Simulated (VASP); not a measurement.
A run of VASP 6.6.1 is set up as follows.

The input POSCAR:

```
W
1.0
    2.7407020000      0.0000000000      0.0000000000
   -0.9135673047      2.5839586360      0.0000000000
   -0.9135673047     -1.2919792573      2.2377738561
W
1
Direct
    0.0000000000      0.0000000000      0.0000000000
```

Contents of INCAR.step1:

```
PREC = Accurate
ENCUT = 520
ISMEAR = -1
SIGMA = 0.1
LREAL = False
LASPH = True
NELM = 60
NBANDS = 13
GGA = PE
ALGO = Normal
EDIFF = 1E-4
LWAVE = True
LCHARG = False
```

Contents of INCAR.step2:

```
PREC = Accurate
ENCUT = 520
EDIFF = 1E-6
ISMEAR = -1
SIGMA = 0.1
LREAL = False
LASPH = True
NELM = 60
ALGO = Normal
ISIF = 2
LWAVE = False
LCHARG = False
METAGGA = R2SCAN
LMIXTAU = True
NBANDS = 13
ISTART = 1
```

KPOINTS

```
regular mesh
0
Gamma
  6 6 6
```

Potentials or basis: VASP PAW PBE potentials, release 64 (W_sv).

The run is started by

```console
$ cat potpaw_PBE.64/W_sv/POTCAR > POTCAR
$ cp INCAR.step1 INCAR
$ mpirun -np 1 vasp_std > vasp.out
$ cp INCAR.step2 INCAR
$ mpirun -np 1 vasp_std > vasp.out
```

Estimate the band gap on the k mesh.

zero (band 7 reaches 16.66 eV, above the bottom of band 8 at 10.03 eV).

Predict the pressure.

0.3 GPa.

Caveat: the k points lie up to 0.47 Å⁻¹ apart; the PAW data sets were made with another functional, which shifts forces and pressure a little; spin-orbit coupling is left out, which moves the levels of the heavy elements.
